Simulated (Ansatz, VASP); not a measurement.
One calculation of Co, two programs

```
Co
1.0
     2.47200    0.00000    0.00000
    -1.23600    2.14081    0.00000
     0.00000    0.00000    4.02114
Co
2
Direct
  0.66667 0.33333 0.75000
  0.33333 0.66667 0.25000
```

Alike in both runs: task single point; functional PBEsol; k mesh 10 × 10 × 6; occupations fermi-dirac, width 0.05 eV; collinear spin; fixed moment 2 μB.

```csv
,VASP,Ansatz
version,VASP 6.6.1,Ansatz 0.2.0
potentials or method,"VASP PAW PBE potentials, release 64 (Co)",Ansatz PAW
plane-wave cutoff (eV),520,420
valence electrons in the cell,18,34
```

```tsv
	VASP	Ansatz	Ansatz less VASP
pressure (GPa)	-13.6	-13.1	+0.53
traceless stress, the component that is largest in VASP (GPa)	-2.30	-2.28	+0.022
net moment per atom (μB)	1.00	1.00	0.000
size of the moment on the site where the two differ most (μB)	1.01	1.06	+0.042
```

VASP's potentials were made for PBE, not for PBEsol. Site moments also hang on the region over which each program counts them. The functional is the same, so the differences come from potentials, cutoffs and numerics. VASP's potentials hold 18 valence electrons a cell and Ansatz's 34, so a difference there can come from the potentials and not from the codes.
